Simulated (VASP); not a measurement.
# SrAg6 (Pm-3m) in VASP: single point with PBE

Aim: the single point of SrAg6 with PBE.

All numbers are computed with VASP 6.6.1; they aren't measurements. Logs are shortened: lines on timing, memory, paths and dates and some standing lists are left out, and cuts for length are marked.

### 1 The cell of the first run

Symmetry: Pm-3m, No. 221, cubic system. Conventional cell: a = 6.435 Å, b = 6.435 Å, c = 6.435 Å, α = 90.00°, β = 90.00°, γ = 90.00°. Within 3.4 Å of Ag (site symmetry 4mm) lie 5 Ag at 2.56 to 2.74 Å.

The cell was built from a structure type or drawn by symmetry, and may not be a known phase.

### 2 Single point, PBE

Input file INCAR:

```
PREC = Accurate ; ENCUT = 520
EDIFF = 1E-6 ; ISMEAR = 0
SIGMA = 0.1 ; LREAL = F
LASPH = T ; NELM = 100
ALGO = Fast ; ISIF = 2
LWAVE = F ; LCHARG = F
GGA = PE ; NBANDS = 47
```

Input file KPOINTS:

```
regular mesh
0
Gamma
  6 6 6
```

Input file POSCAR:

```
SrAg6
1.0
    6.4348845267      0.0000000000      0.0000000000
    0.0000000000      6.4348845267      0.0000000000
    0.0000000000      0.0000000000      6.4348845267
Sr Ag
1 6
Direct
    0.0000000000      0.0000000000      0.0000000000
    0.1986554526      0.5000000000      0.5000000000
    0.5000000000      0.1986554526      0.5000000000
    0.8013445474      0.5000000000      0.5000000000
    0.5000000000      0.8013445474      0.5000000000
    0.5000000000      0.5000000000      0.1986554526
    0.5000000000      0.5000000000      0.8013445474
```

Potentials or basis: VASP PAW PBE potentials, release 64 (Sr_sv, Ag).

Command:

```sh
$ cat potpaw_PBE.64/Sr_sv/POTCAR potpaw_PBE.64/Ag/POTCAR > POTCAR
$ mpirun -np 1 vasp_std > vasp.out
```

OUTCAR:

```text
PREC = Accurate
   ENCUT = 520
   EDIFF = 1E-6
   ISMEAR = 0
   LREAL = F
   LASPH = T
   NELM = 100
   ISIF = 2
   GGA = PE

 ion  position               nearest neighbor table
   1  0.000  0.000  0.000-
   2  0.199  0.500  0.500-   4 2.56   3 2.74   5 2.74   6 2.74   7 2.74
   3  0.500  0.199  0.500-   5 2.56   4 2.74   2 2.74   6 2.74   7 2.74
   4  0.801  0.500  0.500-   2 2.56   3 2.74   5 2.74   6 2.74   7 2.74
   5  0.500  0.801  0.500-   3 2.56   2 2.74   4 2.74   6 2.74   7 2.74
   6  0.500  0.500  0.199-   7 2.56   3 2.74   4 2.74   5 2.74   2 2.74
   7  0.500  0.500  0.801-   6 2.56   3 2.74   4 2.74   5 2.74   2 2.74

  LATTYP: Found a simple cubic cell.
 ALAT       =     6.4348845267

  Lattice vectors:

 A1 = (   6.4348845267,   0.0000000000,   0.0000000000)
 A2 = (   0.0000000000,   6.4348845267,   0.0000000000)
 A3 = (   0.0000000000,   0.0000000000,   6.4348845267)

Analysis of symmetry for initial positions (statically):
=====================================================================
 Subroutine PRICEL returns:
 Original cell was already a primitive cell.

 Routine SETGRP: Setting up the symmetry group for a
 simple cubic supercell.

 Subroutine GETGRP returns: Found 48 space group operations
 (whereof 48 operations were pure point group operations)
 out of a pool of 48 trial point group operations.

The static configuration has the point symmetry O_h .

Analysis of symmetry for dynamics (positions and initial velocities):
=====================================================================
 Subroutine PRICEL returns:
 Original cell was already a primitive cell.

 Routine SETGRP: Setting up the symmetry group for a
 simple cubic supercell.

 Subroutine GETGRP returns: Found 48 space group operations
 (whereof 48 operations were pure point group operations)
 out of a pool of 48 trial point group operations.

The dynamic configuration has the point symmetry O_h .

 Subroutine INISYM returns: Found 48 space group operations
 (whereof 48 operations are pure point group operations),
 and found     1 'primitive' translations

----------------------------------------------------------------------------------------

                                     Primitive cell

  volume of cell :     266.4540

  direct lattice vectors                    reciprocal lattice vectors
     6.434884527  0.000000000  0.000000000     0.155402944  0.000000000  0.000000000
[... 96 lines left out ...]
   NFREE  =      0    steps in history (QN), initial steepest desc. (CG)
   ISIF   =      2    stress and relaxation
   ISYM   =      2    0-nonsym 1-usesym 2-fastsym
   POTIM  = 0.5000    time-step for ionic-motion
   TEBEG  =    0.0;   TEEND  =   0.0 temperature during run
   PSTRESS=    0.0 pullay stress
   NELECT =      76.0000    total number of electrons
   NUPDOWN=      -1.0000    fix difference up-down
   EMIN   =  10.00;   EMAX   =-10.00  energy-range for DOS
   EFERMI =   0.00;   METHOD = LEGACY
   ISMEAR =     0;   SIGMA  =   0.10  broadening in eV -4-tet -1-fermi 0-gaus
   EFERMI_NEDOS =   21; number of points for ismear=-14 and -15
   IALGO  =     68    algorithm
   IMIX   =      4    mixing-type and parameters
     AMIX     =   0.40;   BMIX     =  1.00
     AMIX_MAG =   1.60;   BMIX_MAG =  1.00
  volume/ion in A,a.u.               =      38.06       256.87
  Fermi-wavevector in a.u.,A,eV,Ry     =   1.077636  2.036436 15.800426  1.161299
  Thomas-Fermi vector in A             =   2.213553
   LORBIT       =      0    0 simple, 1 ext, 2 COOP (PROOUT), +10 PAW based schemes
   GGA     = PE    functional components
   LHFCALC =     F    Hartree Fock is set to
   AEXX    =    0.0000 exact exchange contribution
   IVDW    =     0    specifies the selected vdW correction
   LEPSILON=     F    determine dielectric tensor
   LRPA    =     F    only Hartree local field effects (RPA)
 non-spin polarized calculation
 RMM-DIIS sequential band-by-band and
 Gauss-broadening in eV      SIGMA  =   0.10
  energy-cutoff  :      520.00
  volume of cell :      266.45
 maximum number of plane-waves:      7208
 NGX is ok and might be reduce to    48
   NGX = 23   NGY = 23   NGZ = 23

 number of electron      75.9999931 magnetization

 Free energy of the ion-electron system (eV)
  ---------------------------------------------------
  ext. energy  EPLUGINS =         0.00000000
  ---------------------------------------------------
  free energy    TOTEN  =       -14.26655305 eV

  energy without entropy =      -14.24903380  energy(sigma->0) =      -14.25779343

 E-fermi :   2.2306     XC(G=0):  -7.8210

 val. band max:        2.2146775574   @ k =   0.5000   0.3333   0.3333
 cond. band min:       2.2702191494   @ k =   0.1667   0.1667   0.0000
 fundamental gap:      0.0555415920
 Fermi energy:         2.2306377658

 k-point     1 :       0.0000    0.0000    0.0000
  band No.  band energies     occupation
      1     -36.1362      2.00000
      2     -18.0104      2.00000
      3     -18.0104      2.00000
      4     -18.0104      2.00000
      5      -4.5980      2.00000
      6      -3.1242      2.00000
[... 989 lines left out ...]
     46       4.7138      0.00000
     47       4.7138      0.00000

------------------------ aborting loop because EDIFF is reached ----------------------------------------

  FORCE on cell =-STRESS in cart. coord.  units (eV):
  Direction    XX          YY          ZZ          XY          YZ          ZX
  --------------------------------------------------------------------------------------
  -------------------------------------------------------------------------------------
  Total       -0.2048226     -0.2048226     -0.2048226     -0.0000000     -0.0000000      0.0000000
  in kB       -1.2315902     -1.2315902     -1.2315902     -0.0000000     -0.0000000      0.0000000
  external PRESSURE =      -1.2315902 kB  Pullay stress =       0.0000000 kB

 VOLUME and BASIS-vectors are now :
 -----------------------------------------------------------------------------
  energy-cutoff  :      520.00
  volume of cell :      266.45
      direct lattice vectors                 reciprocal lattice vectors
     6.434884527  0.000000000  0.000000000     0.155402944  0.000000000  0.000000000
     0.000000000  6.434884527  0.000000000     0.000000000  0.155402944  0.000000000
     0.000000000  0.000000000  6.434884527     0.000000000  0.000000000  0.155402944

 POSITION                                       TOTAL-FORCE (eV/Angst)
 -----------------------------------------------------------------------------------
      0.00000      0.00000      0.00000         0.000000      0.000000      0.000000
      1.27832      3.21744      3.21744        -0.003706      0.000000     -0.000000
      3.21744      1.27832      3.21744         0.000000     -0.003706      0.000000
      5.15656      3.21744      3.21744         0.003706     -0.000000      0.000000
      3.21744      5.15656      3.21744         0.000000      0.003706     -0.000000
      3.21744      3.21744      1.27832         0.000000      0.000000     -0.003706
      3.21744      3.21744      5.15656         0.000000     -0.000000      0.003706
 -----------------------------------------------------------------------------------
    total drift:                                0.000000      0.000000      0.000000

  FREE ENERGIE OF THE ION-ELECTRON SYSTEM (eV)
  ---------------------------------------------------
  free  energy   TOTEN  =       -14.2665530510 eV

  energy  without entropy=      -14.2490338043  energy(sigma->0) =      -14.25779343
```

OSZICAR:

```text
N       E                     dE             d eps       ncg     rms          rms(c)
DAV:   1     0.457708877213E+03    0.45771E+03   -0.35485E+04  1880   0.144E+03
DAV:   2     0.330527596855E+01   -0.45440E+03   -0.43256E+03  2029   0.304E+02
DAV:   3    -0.148355710936E+02   -0.18141E+02   -0.17901E+02  2412   0.561E+01
DAV:   4    -0.152779881302E+02   -0.44242E+00   -0.43933E+00  2593   0.731E+00
DAV:   5    -0.152870550306E+02   -0.90669E-02   -0.90609E-02  2346   0.945E-01    0.104E+01
RMM:   6    -0.144781200969E+02    0.80893E+00   -0.21410E+00  2142   0.768E+00    0.655E+00
RMM:   7    -0.142781471516E+02    0.19997E+00   -0.43983E-01  2250   0.275E+00    0.276E+00
RMM:   8    -0.142600202234E+02    0.18127E-01   -0.14325E-01  2388   0.103E+00    0.453E-01
RMM:   9    -0.142643326841E+02   -0.43125E-02   -0.45244E-02  2363   0.610E-01    0.477E-01
RMM:  10    -0.142661124483E+02   -0.17798E-02   -0.16370E-02  2493   0.305E-01    0.272E-01
RMM:  11    -0.142663761867E+02   -0.26374E-03   -0.35357E-03  2650   0.154E-01    0.654E-02
RMM:  12    -0.142665195290E+02   -0.14334E-03   -0.11158E-03  2727   0.677E-02    0.320E-02
RMM:  13    -0.142665553699E+02   -0.35841E-04   -0.31334E-04  3055   0.320E-02    0.372E-02
RMM:  14    -0.142665662459E+02   -0.10876E-04   -0.94559E-05  2682   0.184E-02    0.419E-02
RMM:  15    -0.142665756509E+02   -0.94051E-05   -0.27493E-05  1989   0.990E-03    0.493E-02
RMM:  16    -0.142665470252E+02    0.28626E-04   -0.26511E-05  2537   0.221E-02    0.200E-02
RMM:  17    -0.142665525758E+02   -0.55506E-05   -0.55277E-05  2621   0.281E-02    0.270E-02
RMM:  18    -0.142665530510E+02   -0.47522E-06   -0.73197E-06  1776   0.667E-03
   1 F= -.14266553E+02 E0= -.14257793E+02  d E =-.175192E-01
```

Wall time 5.5 min (1 thread of Intel Xeon Platinum 8259CL at 2.50GHz (Skylake/Cascade Lake), shared host); peak memory 0.45 GiB.

Results:

* Free energy: -14.2666 eV
* Pressure: -0.1 GPa
* Largest force: 0.004 eV/Å
* Band gap on the k mesh: zero (bands 38 and 39 overlap by 0.82 eV)

Forces on the atoms (eV/Å):
```
Sr   0.000  0.000  0.000
Ag  -0.004  0.000  0.000
Ag   0.000 -0.004  0.000
Ag   0.004  0.000  0.000
Ag   0.000  0.004  0.000
Ag   0.000  0.000 -0.004
Ag   0.000  0.000  0.004
```
